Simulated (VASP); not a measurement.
# TaN (Fm-3m) in VASP: single point with r2SCAN

Aim: the single point of TaN with r2SCAN.

All numbers are computed with VASP 6.6.1; they aren't measurements. Logs are shortened: lines on timing, memory, paths and dates and some standing lists are left out, and cuts for length are marked.

## (1) The cell of the first run

Symmetry: Fm-3m, No. 225, cubic system. The conventional cell has a = 4.358 Å, b = 4.358 Å, c = 4.358 Å, α = 90.00°, β = 90.00°, γ = 90.00°. Within 2.9 Å of Ta (site symmetry m-3m) lie 6 N at 2.18 Å. N (site symmetry m-3m) has 6 Ta at 2.18 Å within 2.9 Å.

## (2) Single point, r2SCAN, collinear spin, zero start

POSCAR

```
TaN
1.0
    0.0000000000      2.1790013100      2.1790013100
    2.1790013100      0.0000000000      2.1790013100
    2.1790013100      2.1790013100      0.0000000000
Ta N
1 1
Direct
    0.5000000000      0.5000000000      0.5000000000
    0.0000000000      0.0000000000      0.0000000000
```

INCAR.step1

```
SYSTEM = TaN
ALGO = Normal ; EDIFF = 1E-4
ENCUT = 520 ; GGA = PE
ISMEAR = 0 ; ISPIN = 2
LASPH = .TRUE. ; LCHARG = .FALSE.
LMAXMIX = 4 ; LREAL = .FALSE.
LWAVE = .TRUE. ; MAGMOM = 0 0
NBANDS = 19 ; NELM = 150
PREC = Accurate ; SIGMA = 0.05
```

INCAR.step2

```
SYSTEM = TaN
ALGO = Normal ; EDIFF = 1E-6
ENCUT = 520 ; ISIF = 2
ISMEAR = 0 ; ISPIN = 2
ISTART = 1 ; LASPH = .TRUE.
LCHARG = .TRUE. ; LELF = .TRUE.
LMAXMIX = 4 ; LMIXTAU = .TRUE.
LORBIT = 11 ; LREAL = .FALSE.
LVHAR = .TRUE. ; LWAVE = .FALSE.
MAGMOM = 0 0 ; METAGGA = R2SCAN
NBANDS = 19 ; NELM = 150
PREC = Accurate ; SIGMA = 0.05
```

KPOINTS

```
k-points
0
G
  7 7 7
  0 0 0
```

Potentials or basis: VASP PAW PBE potentials, release 64 (Ta_pv, N).

Run with:

```bash
> cat potpaw_PBE.64/Ta_pv/POTCAR potpaw_PBE.64/N/POTCAR > POTCAR
> cp INCAR.step1 INCAR
> mpirun -np 1 vasp_std > vasp.out
> cp INCAR.step2 INCAR
> mpirun -np 1 vasp_std > vasp.out
```

OUTCAR:

```text
SYSTEM = TaN
   EDIFF = 1E-6
   ENCUT = 520
   ISIF = 2
   ISMEAR = 0
   ISPIN = 2
   ISTART = 1
   LASPH = .TRUE.
   LORBIT = 11
   LREAL = .FALSE.
   METAGGA = R2SCAN
   NELM = 150
   PREC = Accurate

 ion  position               nearest neighbor table
   1  0.500  0.500  0.500-   2 2.18   2 2.18   2 2.18   2 2.18   2 2.18   2 2.18
   2  0.000  0.000  0.000-   1 2.18   1 2.18   1 2.18   1 2.18   1 2.18   1 2.18

  LATTYP: Found a face centered cubic cell.
 ALAT       =     4.3580026200

  Lattice vectors:

 A1 = (   0.0000000000,   2.1790013100,   2.1790013100)
 A2 = (   2.1790013100,   0.0000000000,   2.1790013100)
 A3 = (   2.1790013100,   2.1790013100,   0.0000000000)

Analysis of symmetry for initial positions (statically):
=====================================================================
 Subroutine PRICEL returns:
 Original cell was already a primitive cell.

 Routine SETGRP: Setting up the symmetry group for a
 face centered cubic supercell.

 Subroutine GETGRP returns: Found 48 space group operations
 (whereof 48 operations were pure point group operations)
 out of a pool of 48 trial point group operations.

The static configuration has the point symmetry O_h .

Analysis of symmetry for dynamics (positions and initial velocities):
=====================================================================
 Subroutine PRICEL returns:
 Original cell was already a primitive cell.

 Routine SETGRP: Setting up the symmetry group for a
 face centered cubic supercell.

 Subroutine GETGRP returns: Found 48 space group operations
 (whereof 48 operations were pure point group operations)
 out of a pool of 48 trial point group operations.

The dynamic configuration has the point symmetry O_h .

Analysis of structural, dynamic, and magnetic symmetry:
=====================================================================
 Subroutine PRICEL returns:
 Original cell was already a primitive cell.

 Routine SETGRP: Setting up the symmetry group for a
 face centered cubic supercell.

 Subroutine GETGRP returns: Found 48 space group operations
 (whereof 48 operations were pure point group operations)
 out of a pool of 48 trial point group operations.

The overall configuration has the point symmetry O_h .

 Subroutine INISYM returns: Found 48 space group operations
 (whereof 48 operations are pure point group operations),
 and found     1 'primitive' translations

----------------------------------------------------------------------------------------

                                     Primitive cell
[... 110 lines left out ...]
   LORBIT       =     11    0 simple, 1 ext, 2 COOP (PROOUT), +10 PAW based schemes
   METAGGA = R2SCAN    functional components
   LHFCALC =     F    Hartree Fock is set to
   AEXX    =    0.0000 exact exchange contribution
   IVDW    =     0    specifies the selected vdW correction
   LEPSILON=     F    determine dielectric tensor
   LRPA    =     F    only Hartree local field effects (RPA)
 spin polarized calculation
 Gauss-broadening in eV      SIGMA  =   0.05
  energy-cutoff  :      520.00
  volume of cell :       20.69
 maximum number of plane-waves:       567
   NGX = 11   NGY = 11   NGZ = 11

 number of electron      16.0000000 magnetization      -0.0000003

 Free energy of the ion-electron system (eV)
  ---------------------------------------------------
  ext. energy  EPLUGINS =         0.00000000
  ---------------------------------------------------
  free energy    TOTEN  =       -59.62307333 eV

  energy without entropy =      -59.62079029  energy(sigma->0) =      -59.62193181

 E-fermi :   9.9208     XC(G=0): -14.6417

 val. band max:        9.8801759730   @ k =  -0.2857   0.1429   0.0000
 cond. band min:       9.9393905140   @ k =   0.2857   0.0000   0.0000
 fundamental gap:      0.0592145410
 Fermi energy:         9.9208176413

 spin component 1

 k-point     1 :       0.0000    0.0000    0.0000
  band No.  band energies     occupation
      1     -27.2255      1.00000
      2     -27.2255      1.00000
      3     -27.2255      1.00000
      4     -10.2930      1.00000
      5       5.7390      1.00000
      6       5.7390      1.00000
[... 416 lines left out ...]
      5       1.5261      1.00000
      6       2.6032      1.00000
[... 11 lines left out ...]
     18      30.9064      0.00000
     19      31.7162      0.00000
 Fermi energy:         9.9208176413

 spin component 2

 k-point     1 :       0.0000    0.0000    0.0000
  band No.  band energies     occupation
      1     -27.2255      1.00000
      2     -27.2255      1.00000
      3     -27.2255      1.00000
      4     -10.2930      1.00000
      5       5.7390      1.00000
      6       5.7390      1.00000
[... 417 lines left out ...]
      6       2.6032      1.00000
[... 11 lines left out ...]
     18      30.9064      0.00000
     19      31.7162      0.00000

------------------------ aborting loop because EDIFF is reached ----------------------------------------

  FORCE on cell =-STRESS in cart. coord.  units (eV):
  Direction    XX          YY          ZZ          XY          YZ          ZX
  --------------------------------------------------------------------------------------
  -------------------------------------------------------------------------------------
  Total        1.5092135      1.5092135      1.5092135     -0.0000000     -0.0000000      0.0000000
  in kB      116.8580928    116.8580928    116.8580928     -0.0000000     -0.0000000      0.0000000
  external PRESSURE =     116.8580928 kB  Pullay stress =       0.0000000 kB

 VOLUME and BASIS-vectors are now :
 -----------------------------------------------------------------------------
  energy-cutoff  :      520.00
  volume of cell :       20.69
      direct lattice vectors                 reciprocal lattice vectors
     0.000000000  2.179001310  2.179001310    -0.229462918  0.229462918  0.229462918
     2.179001310  0.000000000  2.179001310     0.229462918 -0.229462918  0.229462918
     2.179001310  2.179001310  0.000000000     0.229462918  0.229462918 -0.229462918

 POSITION                                       TOTAL-FORCE (eV/Angst)
 -----------------------------------------------------------------------------------
      2.17900      2.17900      2.17900         0.000000      0.000000      0.000000
      0.00000      0.00000      0.00000        -0.000000     -0.000000     -0.000000
 -----------------------------------------------------------------------------------
    total drift:                                0.000000     -0.000000     -0.000000

  FREE ENERGIE OF THE ION-ELECTRON SYSTEM (eV)
  ---------------------------------------------------
  free  energy   TOTEN  =       -59.6230733314 eV

  energy  without entropy=      -59.6207902858  energy(sigma->0) =      -59.62193181

 total charge

# of ion       s       p       d       tot
------------------------------------------
    1        0.286   6.237   2.479   9.002
    2        1.243   2.593   0.000   3.835
--------------------------------------------------
tot          1.529   8.830   2.479  12.837

 magnetization (x)

# of ion       s       p       d       tot
------------------------------------------
    1       -0.000  -0.000  -0.000  -0.000
    2        0.000  -0.000   0.000  -0.000
--------------------------------------------------
tot         -0.000  -0.000  -0.000  -0.000
```

OSZICAR.step1:

```text
N       E                     dE             d eps       ncg     rms          rms(c)
DAV:   1     0.996685392308E+02    0.99669E+02   -0.82429E+03  1520   0.896E+02
DAV:   2    -0.219509603068E+02   -0.12162E+03   -0.11446E+03  1789   0.271E+02
DAV:   3    -0.248762287592E+02   -0.29253E+01   -0.28998E+01  1747   0.385E+01
DAV:   4    -0.248847660468E+02   -0.85373E-02   -0.85359E-02  1738   0.216E+00
DAV:   5    -0.248847839773E+02   -0.17931E-04   -0.17930E-04  1668   0.102E-01    0.262E+01
DAV:   6    -0.218937770175E+02    0.29910E+01   -0.38930E+00  1732   0.209E+01    0.108E+01
DAV:   7    -0.218412355235E+02    0.52541E-01   -0.40498E-01  1586   0.481E+00    0.747E+00
DAV:   8    -0.218104878444E+02    0.30748E-01   -0.82091E-02  1663   0.253E+00    0.189E+00
DAV:   9    -0.218060262438E+02    0.44616E-02   -0.69266E-03  1626   0.757E-01    0.360E-01
DAV:  10    -0.218059641233E+02    0.62121E-04   -0.29035E-04  1646   0.165E-01
   1 F= -.21805964E+02 E0= -.21804851E+02  d E =-.222694E-02  mag=    -0.0000
```

Run time: 1.7 min. Hardware: 1 thread of Intel Xeon 8259CL, shared host; peak memory 0.16 GiB.

Results:

```
Free energy                                           : -59.6231 eV
Pressure                                              : 11.7 GPa
Band gap on the k mesh                                : zero (filled and empty bands overlap)
Net moment                                            : 0.00 μB per cell
Valence electrons inside the program's atomic spheres : Ta 9.00; N 3.83
```

Levels at points of the mesh, in eV from the Fermi level:
Spin up:
```csv
k point,band 6,band 7,band 8,band 9,band 10,band 11
"(0.00, 0.00, 0.00)",-4.18,-4.18,-2.25,-2.25,-2.25,0.11
```
Spin down:
| k point | band 6 | band 7 | band 8 | band 9 | band 10 | band 11 |
| --- | --- | --- | --- | --- | --- | --- |
| (0.00, 0.00, 0.00) | -4.18 | -4.18 | -2.25 | -2.25 | -2.25 | 0.11 |

Caveat: the PAW data sets were made with another functional, which shifts forces and pressure a little; spin-orbit coupling is left out, which moves the levels of the heavy elements.
